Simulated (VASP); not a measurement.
Set up this calculation in VASP 6.6.1, as the native input.

```yaml
Task: single point
Functional: PBEsol
Potentials_or_basis: VASP PAW PBE potentials, release 64 (Ru_pv, S)
Cutoff: 520 eV
k_mesh: 10 × 10 × 10
Occupations: gaussian, width 0.05 eV
Spin: no spin polarisation
Dipole_correction: no
Further_INCAR_settings: ALGO = Normal; EDIFF = 1e-07; NBANDS = 17
```

The structure of RuS lies in POSCAR:

```
RuS
1.0
    0.0000000000      2.4343248276      2.4343248276
    2.4343248276      0.0000000000      2.4343248276
    2.4343248276      2.4343248276      0.0000000000
Ru S
1 1
Direct
    0.5000000000      0.5000000000      0.5000000000
    0.0000000000      0.0000000000      0.0000000000
```

One way to write it, as run:

INCAR

```
SYSTEM = RuS
PREC = Accurate
ENCUT = 520
EDIFF = 1E-7
ISMEAR = 0
SIGMA = 0.05
LREAL = .False.
LASPH = .True.
NELM = 100
ALGO = Normal
ISIF = 2
LWAVE = .False.
LCHARG = .False.
GGA = PS
NBANDS = 17
```

KPOINTS

```
regular mesh
0
Gamma
  10 10 10
  0 0 0
```

Potentials or basis: VASP PAW PBE potentials, release 64 (Ru_pv, S).

Command:

```bash
$ cat potpaw_PBE.64/Ru_pv/POTCAR potpaw_PBE.64/S/POTCAR > POTCAR
$ mpirun -np 1 vasp_std > vasp.out
```

It gave:

- Pressure: -3.6 GPa
- Band gap on the k mesh: zero (bands 10 and 11 overlap by 2.26 eV)

Caveat: the cell stands under tension; the PAW data sets were made with another functional, which shifts forces and pressure a little.

Run time: 35 s on 1 thread of Intel(R) Xeon(R) Platinum 8488C (Sapphire Rapids), with other jobs on the host, peak memory 0.17 GiB.
